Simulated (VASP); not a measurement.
BaS:

```
Ba S
1.0
     0.00000    3.51941    3.51941
     3.51941    0.00000    3.51941
     3.51941    3.51941    0.00000
Ba S
1 1
Cartesian
  0.0000 0.0000 0.0000
  1.7597 1.7597 1.7597
```

Base run:

| Property | Result |
| --- | --- |
| Program | VASP 6.6.1 |
| Functional | PBE-based global hybrid with 10 % exact exchange |
| Potentials or basis | VASP PAW PBE potentials, release 64 (Ba_sv, S) |
| Cutoff | 520 eV |
| k mesh | 4 × 4 × 4 |
| Occupations | gaussian, width 0.01 eV |
| Spin | no spin polarisation |

Its results: band gap on the k mesh 3.39 eV (least direct gap 4.07 eV); pressure 0.3 GPa.

**Question.** The run is repeated on the same cell with these changes: functional from PBE-based global hybrid with 10 % exact exchange to PBE-based global hybrid with 75 % exact exchange; share of exact exchange from 0.1 to 0.75. What comes out?

**Answer.** Band gap on the k mesh 7.75 eV (least direct gap 8.52 eV); pressure -0.3 GPa.

Caveats: the structure was generated, so it needn't be the stable form of BaS; the PAW data sets were made with another functional, which shifts forces and pressure a little; spin-orbit coupling is left out, which moves the levels of the heavy elements.

A k mesh can miss the band edges.
